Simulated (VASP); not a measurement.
Wanted: the native input for a VASP 6.6.1 run.

```yaml
Task: single point
Functional: PBEsol
Potentials_or_basis: VASP PAW PBE potentials, release 64 (Mg, Zn, O)
Cutoff: 520 eV
k_mesh: 8 × 8 × 6
Occupations: fermi-dirac, width 0.02 eV
Spin: no spin polarisation
Dipole_correction: no
Further_INCAR_settings: ALGO = Normal; EDIFF = 1e-06; NBANDS = 41
```

The structure of MgZn3O4 lies in POSCAR:

```
MgZn3O4
1.0
    5.8943657364     -1.6252156395      0.0043901742
    5.8943657364      1.6252156395      0.0043901742
   -2.6659125472      0.0000000000      4.9263310788
Mg Zn O
1 3 4
Direct
    0.2517182295      0.2517182295      0.9207847850
    0.7502586311      0.7502586311      0.4153361602
    0.4988509179      0.4988509179      0.8292602208
    0.9998501274      0.9998501274      0.3352049724
    0.0610211969      0.0610211969      0.7287963704
    0.5583832416      0.5583832416      0.2248459835
    0.8094628548      0.8094628548      0.1420687640
    0.3084138106      0.3084138106      0.6416197639
```

One way to write it, as run:

INCAR

```
SYSTEM = MgZn3O4
  PREC = Accurate
  ENCUT = 520
  EDIFF = 1E-6
  ISMEAR = -1
  SIGMA = 0.02
  LREAL = .FALSE.
  LASPH = .TRUE.
  NELM = 100
  ALGO = Normal
  ISIF = 2
  LWAVE = .FALSE.
  LCHARG = .TRUE.
  GGA = PS
  LELF = .TRUE.
  LVHAR = .TRUE.
  NBANDS = 41
```

KPOINTS

```
regular mesh
0
G
  8 8 6
  0 0 0
```

Potentials or basis: VASP PAW PBE potentials, release 64 (Mg, Zn, O).

Launch:

```sh
$ cat potpaw_PBE.64/Mg/POTCAR potpaw_PBE.64/Zn/POTCAR potpaw_PBE.64/O/POTCAR > POTCAR
$ mpirun -np 1 vasp_std > vasp.out
```

It gave:

* Pressure: 0.6 GPa
* Largest force: 0.078 eV/Å
* Band gap on the k mesh: 1.24 eV

Caveat: the PAW data sets were made with another functional, which shifts forces and pressure a little.

Run time: 7 min on 1 thread of Intel(R) Xeon(R) 6975P-C (Granite Rapids) (shared host), peak memory 0.55 GiB.
